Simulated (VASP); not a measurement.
# BN (lda) (P6_3mc) in VASP: further runs

BN (lda) is run at these levels: LDA; tasks: single point.

Program: VASP 6.6.1. These are calculated values, not measurements. Logs are shortened: lines on timing, memory, paths and dates and some standing lists are left out, and cuts for length are marked.

**1. The cell of the first run**

It takes space group P6_3mc (No. 186, hexagonal). The conventional cell has a = 2.497 Å, b = 2.497 Å, c = 4.133 Å, α = 90.00°, β = 90.00°, γ = 120.00°. B (site symmetry 3m) has 4 N at 1.53 to 1.55 Å within 2.0 Å. N (site symmetry 3m) has 4 B at 1.53 to 1.55 Å within 2.0 Å.

**2. Single point, LDA (strained cell)**

Input file INCAR:

```
PREC     = Accurate       # precision mode
ENCUT    = 520            # plane-wave cutoff, eV
EDIFF    = 1E-6           # SCF threshold, eV
ISMEAR   = 0              # smearing method
SIGMA    = 0.02           # smearing width, eV
LREAL    = F              # projectors in reciprocal space
LASPH    = T              # aspherical terms in the spheres
NELM     = 100            # most SCF steps
ALGO     = Normal         # electronic algorithm
ISIF     = 2              # what is computed and relaxed
LWAVE    = F              # write WAVECAR
LCHARG   = F              # write CHGCAR
GGA      = CA             # functional
NBANDS   = 16             # bands
```

Input file KPOINTS:

```
Automatic mesh
0
Gamma
  9 9 6
```

Input file POSCAR:

```
BN
1.0
    2.4974667830      0.0000000000      0.0000000000
   -1.2487333915      2.1628696792      0.0000000000
    0.0000000000      0.0000000000      4.1325840476
B N
2 2
Direct
    0.3333333333      0.6666666667     -0.0000920766
    0.6666666667      0.3333333333      0.4999079234
    0.3333333333      0.6666666667      0.3740920766
    0.6666666667      0.3333333333      0.8740920766
```

Potentials or basis: VASP PAW LDA potentials, release 64 (B, N).

Command:

```
cat potpaw_LDA.64/B/POTCAR potpaw_LDA.64/N/POTCAR > POTCAR
mpirun -np 1 vasp_std > vasp.out
```

OUTCAR:

```text
PREC = Accurate
   ENCUT = 520
   EDIFF = 1E-6
   ISMEAR = 0
   LREAL = F
   LASPH = T
   NELM = 100
   ISIF = 2
   GGA = CA

 ion  position               nearest neighbor table
   1  0.333  0.667  1.000-   4 1.53   4 1.53   4 1.53   3 1.55
   2  0.667  0.333  0.500-   3 1.53   3 1.53   3 1.53   4 1.55
   3  0.333  0.667  0.374-   2 1.53   2 1.53   2 1.53   1 1.55
   4  0.667  0.333  0.874-   1 1.53   1 1.53   1 1.53   2 1.55

  LATTYP: Found a hexagonal cell.
 ALAT       =     2.4974667830
 C/A-ratio  =     1.6547103152

  Lattice vectors:

 A1 = (   2.4974667830,   0.0000000000,   0.0000000000)
 A2 = (  -1.2487333915,   2.1628696792,   0.0000000000)
 A3 = (   0.0000000000,   0.0000000000,   4.1325840476)

Analysis of symmetry for initial positions (statically):
=====================================================================
 Subroutine PRICEL returns:
 Original cell was already a primitive cell.

 Routine SETGRP: Setting up the symmetry group for a
 hexagonal supercell.

 Subroutine GETGRP returns: Found 12 space group operations
 (whereof  6 operations were pure point group operations)
 out of a pool of 24 trial point group operations.

The static configuration has the point symmetry C_3v.
 The point group associated with its full space group is C_6v.

Analysis of symmetry for dynamics (positions and initial velocities):
=====================================================================
 Subroutine PRICEL returns:
 Original cell was already a primitive cell.

 Routine SETGRP: Setting up the symmetry group for a
 hexagonal supercell.

 Subroutine GETGRP returns: Found 12 space group operations
 (whereof  6 operations were pure point group operations)
 out of a pool of 24 trial point group operations.

The dynamic configuration has the point symmetry C_3v.
 The point group associated with its full space group is C_6v.

 Subroutine INISYM returns: Found 12 space group operations
 (whereof  6 operations are pure point group operations),
 and found     1 'primitive' translations

----------------------------------------------------------------------------------------

                                     Primitive cell

  volume of cell :      22.3230

  direct lattice vectors                    reciprocal lattice vectors
     2.497466783  0.000000000  0.000000000     0.400405726  0.231174354  0.000000000
    -1.248733392  2.162869679  0.000000000     0.000000000  0.462348707  0.000000000
     0.000000000  0.000000000  4.132584048     0.000000000  0.000000000  0.241979350

  length of vectors
     2.497466783  2.497466783  4.132584048     0.462348707  0.462348707  0.241979350

  position of ions in fractional coordinates (direct lattice)
     0.333333333  0.666666667  0.999907923
     0.666666667  0.333333333  0.499907923
     0.333333333  0.666666667  0.374092077
     0.666666667  0.333333333  0.874092077

  ion indices of the primitive-cell ions
   primitive index   ion index
                 1           1
                 2           2
                 3           3
                 4           4

----------------------------------------------------------------------------------------

 KPOINTS: Automatic mesh

Automatic generation of k-mesh.
 Grid dimensions read from file:
 generate k-points for:    9    9    6

 Generating k-lattice:

  Cartesian coordinates                     Fractional coordinates (reciprocal lattice)
     0.044489525  0.025686039  0.000000000     0.111111111  0.000000000  0.000000000
     0.000000000  0.051372079  0.000000000     0.000000000  0.111111111  0.000000000
     0.000000000  0.000000000  0.040329892     0.000000000  0.000000000  0.166666667

  Length of vectors
     0.051372079  0.051372079  0.040329892

  Shift w.r.t. Gamma in fractional coordinates (k-lattice)
     0.000000000  0.000000000  0.000000000

 Subroutine IBZKPT returns following result:
 ===========================================

 Found     48 irreducible k-points:

 Following reciprocal coordinates:
            Coordinates               Weight
  0.000000  0.000000  0.000000      1.000000
  0.111111  0.000000  0.000000      6.000000
  0.222222  0.000000  0.000000      6.000000
  0.333333  0.000000  0.000000      6.000000
  0.444444  0.000000  0.000000      6.000000
  0.111111  0.111111  0.000000      6.000000
[... 16 lines left out ...]
  0.333333  0.222222  0.166667     24.000000
  0.333333  0.333333  0.166667      4.000000
 [... further k-points ...]
   k-points           NKPTS =     48   k-points in BZ     NKDIM =     48   number of bands    NBANDS=     16
   number of dos      NEDOS =    301   number of ions     NIONS =      4
   total plane-waves  NPLWV =  12800
   dimension x,y,z NGX =    20 NGY =   20 NGZ =   32
   dimension x,y,z NGXF=    40 NGYF=   40 NGZF=   64
   ions per type =               2   2
   NGX,Y,Z   is equivalent  to a cutoff of  13.31, 13.31, 12.87 a.u.
   NGXF,Y,Z  is equivalent  to a cutoff of  26.63, 26.63, 25.75 a.u.
 SYSTEM =  unknown system
   PREC   = accura    normal or accurate (medium, high low for compatibility)
   ISTART =      0    job   : 0-new  1-cont  2-samecut
   ICHARG =      2    charge: 1-file 2-atom 10-const
   ISPIN  =      1    spin polarized calculation?
   LNONCOLLINEAR =      F non collinear calculations
   LSORBIT =      F    spin-orbit coupling
   LASPH  =      T    aspherical Exc in radial PAW
   ENCUT  =  520.0 eV  38.22 Ry    6.18 a.u.   4.64  4.64  7.68*2*pi/ulx,y,z
   NELM   =    100;   NELMIN=  2; NELMDL= -5     # of ELM steps
   EDIFF  = 0.1E-05   stopping-criterion for ELM
   LREAL  =      F    real-space projection
   EDIFFG = 0.1E-04   stopping-criterion for IOM
   NSW    =      0    number of steps for IOM
   IBRION =     -1    ionic relax: 0-MD 1-quasi-New 2-CG
   NFREE  =      0    steps in history (QN), initial steepest desc. (CG)
   ISIF   =      2    stress and relaxation
   ISYM   =      2    0-nonsym 1-usesym 2-fastsym
   POTIM  = 0.5000    time-step for ionic-motion
   TEBEG  =    0.0;   TEEND  =   0.0 temperature during run
   PSTRESS=    0.0 pullay stress
   NELECT =      16.0000    total number of electrons
   NUPDOWN=      -1.0000    fix difference up-down
   EMIN   =  10.00;   EMAX   =-10.00  energy-range for DOS
   EFERMI =   0.00;   METHOD = LEGACY
   ISMEAR =     0;   SIGMA  =   0.02  broadening in eV -4-tet -1-fermi 0-gaus
   EFERMI_NEDOS =   21; number of points for ismear=-14 and -15
   IALGO  =     38    algorithm
   IMIX   =      4    mixing-type and parameters
     AMIX     =   0.40;   BMIX     =  1.00
     AMIX_MAG =   1.60;   BMIX_MAG =  1.00
  volume/ion in A,a.u.               =       5.58        37.66
  Fermi-wavevector in a.u.,A,eV,Ry     =   1.465090  2.768618 29.204743  2.146488
  Thomas-Fermi vector in A             =   2.580988
   LORBIT       =      0    0 simple, 1 ext, 2 COOP (PROOUT), +10 PAW based schemes
   GGA     = CA    functional components
   LHFCALC =     F    Hartree Fock is set to
   AEXX    =    0.0000 exact exchange contribution
   IVDW    =     0    specifies the selected vdW correction
   LEPSILON=     F    determine dielectric tensor
   LRPA    =     F    only Hartree local field effects (RPA)
 non-spin polarized calculation
 Gauss-broadening in eV      SIGMA  =   0.02
  energy-cutoff  :      520.00
  volume of cell :       22.32
 maximum number of plane-waves:       616
 NGX is ok and might be reduce to    20
   NGX =  9   NGY =  9   NGZ = 15

 number of electron      15.9999998 magnetization

 Free energy of the ion-electron system (eV)
  ---------------------------------------------------
  ext. energy  EPLUGINS =         0.00000000
  ---------------------------------------------------
  free energy    TOTEN  =       -38.72206204 eV

  energy without entropy =      -38.72206204  energy(sigma->0) =      -38.72206204

 E-fermi :   8.4263     XC(G=0): -13.3712

 val. band max:        8.2952128543   @ k =   0.0000   0.0000   0.0000
 cond. band min:      13.1302770761   @ k =   0.3333   0.3333   0.0000
 fundamental gap:      4.8350642218
 Fermi energy:         8.4262994971

 k-point     1 :       0.0000    0.0000    0.0000
  band No.  band energies     occupation
      1     -12.6301      2.00000
      2      -8.1470      2.00000
      3      -3.2156      2.00000
      4       6.0353      2.00000
      5       6.0353      2.00000
      6       7.9725      2.00000
[... 8 lines left out ...]
     15      20.4901      0.00000
     16      24.9963      0.00000

 k-point     2 :       0.1111    0.0000    0.0000
  band No.  band energies     occupation
      1     -12.3486      2.00000
      2      -7.9278      2.00000
      3      -2.9401      2.00000
      4       4.8282      2.00000
      5       5.5217      2.00000
      6       7.3055      2.00000
[... 8 lines left out ...]
     15      21.2994      0.00000
     16      24.5205      0.00000

 k-point     3 :       0.2222    0.0000    0.0000
  band No.  band energies     occupation
      1     -11.5183      2.00000
      2      -7.3270      2.00000
      3      -2.1334      2.00000
      4       2.2376      2.00000
      5       4.4876      2.00000
      6       5.0785      2.00000
[... 8 lines left out ...]
     15      23.2081      0.00000
     16      23.9532      0.00000

 k-point     4 :       0.3333    0.0000    0.0000
  band No.  band energies     occupation
      1     -10.2003      2.00000
      2      -6.6249      2.00000
      3      -0.9461      2.00000
      4      -0.2281      2.00000
      5       2.6134      2.00000
      6       3.5685      2.00000
[... 8 lines left out ...]
     15      24.8441      0.00000
     16      25.2625      0.00000
[... 324 lines left out ...]
 k-point    22 :       0.2222    0.2222    0.1667
  band No.  band energies     occupation
      1      -9.3035      2.00000
      2      -6.6338      2.00000
      3      -0.5671      2.00000
      4       0.4678      2.00000
      5       1.2469      2.00000
      6       2.5867      2.00000
[... 8 lines left out ...]
     15      24.1201      0.00000
     16      25.1253      0.00000

 k-point    23 :       0.3333    0.2222    0.1667
  band No.  band energies     occupation
      1      -7.8741      2.00000
      2      -6.5007      2.00000
      3      -1.3021      2.00000
      4      -0.0995      2.00000
      5       0.9717      2.00000
      6       2.3101      2.00000
[... 8 lines left out ...]
     15      24.7578      0.00000
     16      25.4684      0.00000

 k-point    24 :       0.3333    0.3333    0.1667
  band No.  band energies     occupation
      1      -6.8643      2.00000
      2      -6.8643      2.00000
      3      -1.4143      2.00000
      4       0.2124      2.00000
      5       0.2124      2.00000
      6       2.0293      2.00000
[... 8 lines left out ...]
     15      25.1174      0.00000
     16      25.1174      0.00000

 [... further k-points ...]

------------------------ aborting loop because EDIFF is reached ----------------------------------------

  FORCE on cell =-STRESS in cart. coord.  units (eV):
  Direction    XX          YY          ZZ          XY          YZ          ZX
  --------------------------------------------------------------------------------------
  -------------------------------------------------------------------------------------
  Total        1.9644475      1.9644475      2.0003986      0.0000000      0.0000000      0.0000000
  in kB      140.9935479    140.9935479    143.5738524      0.0000000      0.0000000      0.0000000
  external PRESSURE =     141.8536494 kB  Pullay stress =       0.0000000 kB

 VOLUME and BASIS-vectors are now :
 -----------------------------------------------------------------------------
  energy-cutoff  :      520.00
  volume of cell :       22.32
      direct lattice vectors                 reciprocal lattice vectors
     2.497466783  0.000000000  0.000000000     0.400405726  0.231174354  0.000000000
    -1.248733392  2.162869679  0.000000000     0.000000000  0.462348707  0.000000000
     0.000000000  0.000000000  4.132584048     0.000000000  0.000000000  0.241979350

 POSITION                                       TOTAL-FORCE (eV/Angst)
 -----------------------------------------------------------------------------------
     -0.00000      1.44191      4.13220         0.000000     -0.000000      0.003156
      1.24873      0.72096      2.06591        -0.000000     -0.000000      0.003156
     -0.00000      1.44191      1.54597        -0.000000     -0.000000     -0.003156
      1.24873      0.72096      3.61226         0.000000      0.000000     -0.003156
 -----------------------------------------------------------------------------------
    total drift:                               -0.000000     -0.000000     -0.000659

  FREE ENERGIE OF THE ION-ELECTRON SYSTEM (eV)
  ---------------------------------------------------
  free  energy   TOTEN  =       -38.7220620446 eV

  energy  without entropy=      -38.7220620446  energy(sigma->0) =      -38.72206204
```

Run time: 23 s. Hardware: 1 thread of Intel Xeon 6975P-C, shared host; peak memory 0.13 GiB.

Results:

- Free energy: -38.7221 eV
- Pressure: 14.2 GPa
- Largest force: 0.003 eV/Å
- Band gap on the k mesh: 4.84 eV, indirect (least direct gap 8.42 eV)

Forces in eV/Å, atoms in the order of the input:
```
B    0.000  0.000  0.003
B    0.000  0.000  0.003
N    0.000  0.000 -0.003
N    0.000  0.000 -0.003
```

Stress tensor (GPa, compression positive):
```
14.10  0.00  0.00
 0.00 14.10  0.00
 0.00  0.00 14.36
```

Levels at points of the mesh, in eV from the valence-band top:
| k point | band 4 | band 5 | band 6 | band 7 | band 8 | band 9 | band 10 | band 11 | band 12 | band 13 |
| --- | --- | --- | --- | --- | --- | --- | --- | --- | --- | --- |
| (0.00, 0.00, 0.00) | -2.26 | -2.26 | -0.32 | 0.00 | 0.00 | 8.46 | 8.46 | 8.79 | 10.31 | 11.71 |
| (0.00, 0.00, 0.50) | -5.96 | -1.26 | -1.26 | -1.26 | -1.26 | 9.98 | 9.98 | 10.09 | 10.09 | 10.09 |

Caveat: the cell differs from its parent crystal (strained cell). A k mesh can miss the band edges.

**3. Single point, LDA**

Input file INCAR:

```
SYSTEM = BN
ALGO     = Normal         ! electronic algorithm
EDIFF    = 1E-6           ! SCF threshold, eV
ENCUT    = 520            ! plane-wave cutoff, eV
ISIF     = 2              ! what is computed and relaxed
ISMEAR   = 0              ! smearing method
LASPH    = .True.         ! aspherical terms in the spheres
LCHARG   = .False.        ! write CHGCAR
LREAL    = .False.        ! projectors in reciprocal space
LWAVE    = .False.        ! write WAVECAR
NBANDS   = 16             ! bands
NELM     = 60             ! most SCF steps
PREC     = Accurate       ! precision mode
SIGMA    = 0.01           ! smearing width, eV
```

Input file KPOINTS:

```
k-points
0
Gamma
  9 9 6
  0 0 0
```

POSCAR is that of step 2.

Potentials or basis: VASP PAW LDA potentials, release 64 (B, N).

Command:

```
cat potpaw_LDA.64/B/POTCAR potpaw_LDA.64/N/POTCAR > POTCAR
mpirun -np 1 vasp_std > vasp.out
```

It took 23 s on 1 thread of Intel Xeon 6975P-C, shared host; peak memory 0.13 GiB.

It converged, with:

| Quantity | Value |
| --- | --- |
| Free energy | -38.7221 eV |
| Pressure | 14.2 GPa |
| Largest force | 0.003 eV/Å |
| Band gap on the k mesh | 4.84 eV, indirect (least direct gap 8.42 eV) |

Forces in eV/Å, atoms in the order of the input:
```
B    0.000  0.000  0.003
B    0.000  0.000  0.003
N    0.000  0.000 -0.003
N    0.000  0.000 -0.003
```

Stress tensor (GPa, compression positive):
```
14.10  0.00  0.00
 0.00 14.10  0.00
 0.00  0.00 14.36
```

Levels at points of the mesh, in eV from the valence-band top:
```tsv
k point	band 4	band 5	band 6	band 7	band 8	band 9	band 10	band 11	band 12	band 13
(0.00, 0.00, 0.00)	-2.26	-2.26	-0.32	0.00	0.00	8.46	8.46	8.79	10.31	11.71
(0.00, 0.00, 0.50)	-5.96	-1.26	-1.26	-1.26	-1.26	9.98	9.98	10.09	10.09	10.09
```

A k mesh can miss the band edges.

**4. Single point, LDA**

Input file INCAR:

```
SYSTEM = BN
PREC = Accurate
ENCUT = 520
EDIFF = 1E-6
ISMEAR = 0
SIGMA = 0.01
LREAL = .False.
LASPH = .True.
NELM = 60
ALGO = Normal
ISIF = 2
LWAVE = .False.
LCHARG = .False.
GGA = CA
NBANDS = 16
```

Input file KPOINTS:

```
regular mesh
0
Gamma
  9 9 6
  0 0 0
```

POSCAR is that of step 3.

Command:

```
cat potpaw_LDA.64/B/POTCAR potpaw_LDA.64/N/POTCAR > POTCAR
mpirun -np 1 vasp_std > vasp.out
```

Run time: 26 s. Hardware: 1 thread of Intel Xeon 6975P-C, shared host; peak memory 0.13 GiB.

It converged, with:

* Free energy: -38.7221 eV
* Pressure: 14.2 GPa
* Largest force: 0.003 eV/Å
* Band gap on the k mesh: 4.84 eV, indirect (least direct gap 8.42 eV)

Forces in eV/Å, atoms in the order of the input:
```
B    0.000  0.000  0.003
B    0.000  0.000  0.003
N    0.000  0.000 -0.003
N    0.000  0.000 -0.003
```

Stress tensor (GPa, compression positive):
```
14.10  0.00  0.00
 0.00 14.10  0.00
 0.00  0.00 14.36
```

Levels at points of the mesh, in eV from the valence-band top:
```
           k point  band 6  band 7  band 8  band 9  band 10  band 11
(0.00, 0.00, 0.00)   -0.32    0.00    0.00    8.46     8.46     8.79
(0.00, 0.00, 0.50)   -1.26   -1.26   -1.26    9.98     9.98    10.09
```

A k mesh can miss the band edges.
